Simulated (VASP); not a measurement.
Runs of VASP 6.6.1 on Sc. The structure is that of space group Fm-3m (No. 225), or close to it. The cells are those of the table. This isn't the form of Sc at room conditions, which is hcp.

| task | level | spin | cell | k mesh | cutoff (eV) | grid for exact exchange (PRECFOCK) | share of exact exchange | gap on the mesh (eV) | pressure (GPa) |
| --- | --- | --- | --- | --- | --- | --- | --- | --- | --- |
| single point | r2SCAN | off | a = 3.200 Å, angles 60.0°, 1 atom | 13 × 13 × 13 | 520 | - | - | none | 5.2 |
| single point | r2SCAN | off | a = 3.153 Å, angles 60.0°, 1 atom | 13 × 13 × 13 | 520 | - | - | none | (a) |
| single point | r2SCAN | non-collinear, zero start, SOC | a = 3.290 Å, angles 60.0°, 1 atom | 12 × 12 × 12 | 520 | - | - | - | 0.1 |
| single point | r2SCAN0 | off | a = 3.290 Å, angles 60.0°, 1 atom | 6 × 6 × 6 | 520 | Normal | 0.25 | none | 0.6 |
| single point | r2SCAN | off | a = 3.290 Å, angles 60.0°, 1 atom | 6 × 6 × 6 | 520 | - | - | none | 0.0 |
| single point | r2SCAN | off | a = 3.290 Å, angles 60.0°, 1 atom | 19 × 19 × 19 | 520 | - | - | none | 0.1 |
| single point | r2SCAN | off | a = 3.290 Å, angles 60.0°, 1 atom | 13 × 13 × 13 | 520 | - | - | none | 0.1 |
| single point | r2SCAN | off | a = 3.417 Å, angles 60.0°, 1 atom | 13 × 13 × 13 | 520 | - | - | none | -5.0 |
| single point | r2SCAN | off | a = 3.246 Å, angles 60.0°, 1 atom | 13 × 13 × 13 | 520 | - | - | none | 2.4 |
| single point | r2SCAN | off | a = 3.333 Å, angles 60.0°, 1 atom | 13 × 13 × 13 | 520 | - | - | none | (b) |
| single point | r2SCAN | off | a = 3.290 Å, angles 60.0°, 1 atom | 12 × 12 × 12 | 520 | - | - | none | 0.1 |
| relaxation of cell and atoms | r2SCAN | off | relaxed from a = 3.282 Å, angles 60.0°, 1 atom | 12 × 12 × 12 | 600 | - | - | none | 0.0 |

Alike in all rows: potentials or basis VASP PAW PBE potentials, release 64 (Sc_sv); smearing fermi-dirac 0.1 eV.

Task: Estimate the missing entries.

Result: (a) 8.3; (b) -1.8.

Caveats: some runs use coarse meshes; the PAW data sets were made with another functional, which shifts forces and pressure a little; the cell stands under pressure (at least some runs); the cell stands under tension (at least some runs).

A gap of «none» marks levels without a gap at the run's occupations.
